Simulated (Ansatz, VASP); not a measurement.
## Two plane-wave programs on Si

File INCAR:

```
SYSTEM = Si
  ALGO = Normal
  EDIFF = 1E-7
  ENCUT = 520
  GGA = PE
  ISIF = 2
  ISMEAR = 0
  LASPH = .TRUE.
  LCHARG = .FALSE.
  LREAL = .FALSE.
  LWAVE = .FALSE.
  NBANDS = 16
  NELM = 80
  PREC = Accurate
  SIGMA = 0.05
```

File KPOINTS:

```
k-points
0
G
  10 10 10
  0 0 0
```

The input POSCAR:

```
Si
1.0
   -3.9645161120      3.9645161120      1.9304179815
    3.9645161120     -3.9645161120      1.9304179815
    3.7303252868      3.7303252868     -1.9304179815
Si
4
Direct
    0.1786105079      0.1786105079      0.3572210158
    0.8213894921      0.8213894921      0.6427789842
    0.1786105079      0.8213894921      0.0000000000
    0.8213894921      0.1786105079      0.0000000000
```

Input for Ansatz:

```yaml
crystal:
  lattice:
    - [-3.964516112, 3.964516112, 1.9304179815]
    - [3.964516112, -3.964516112, 1.9304179815]
    - [3.7303252868, 3.7303252868, -1.9304179815]
  atoms:
    - { symbol: Si, position: [0.1786105079, 0.1786105079, 0.3572210158] }
    - { symbol: Si, position: [0.8213894921, 0.8213894921, 0.6427789842] }
    - { symbol: Si, position: [0.1786105079, 0.8213894921, 0.0] }
    - { symbol: Si, position: [0.8213894921, 0.1786105079, 0.0] }
basis:
  ecutwfc: 420
kpoints:
  mp_grid: { grid: [10, 10, 10] }
hamiltonian:
  xc: pbe
  pseudopotentials: { kind: paw, azcp: { folder: soft_1 } }
scf:
  occupations: { method: gaussian, width: 0.05 }
output:
  forces: true
  stress: true
  eigenvalues: true
```

Change from the starting cell: engineering shear strain xy -0.0700, equal normal strain along x and y +0.1500.

Alike in both runs: task single point; functional PBE; k mesh 10 × 10 × 10; occupations gaussian, width 0.05 eV; no spin polarisation.

|  | VASP | Ansatz |
| --- | --- | --- |
| version | VASP 6.6.1 | Ansatz 0.2.0 |
| potentials or method | VASP PAW PBE potentials, release 64 (Si), cutoff 520 eV | scalar-relativistic, plane waves, PAW |
| valence electrons in the cell | 16 | 16 |

|  | VASP | Ansatz | Ansatz less VASP |
| --- | --- | --- | --- |
| gap on the k mesh at the Fermi level (eV) | none | none | - |
| pressure (GPa) | -11.0 | -11.0 | +0.02 |
| traceless stress, the component that is largest in VASP (GPa) | 7.59 | 7.58 | -0.018 |
| rms of the force components (eV/Å) | 0.210 | 0.210 | +0.0004 |

Atom by atom the forces differ by 0.001 eV/Å (rms over components). A gap of «none» marks a metal or a gap that the smearing closes.
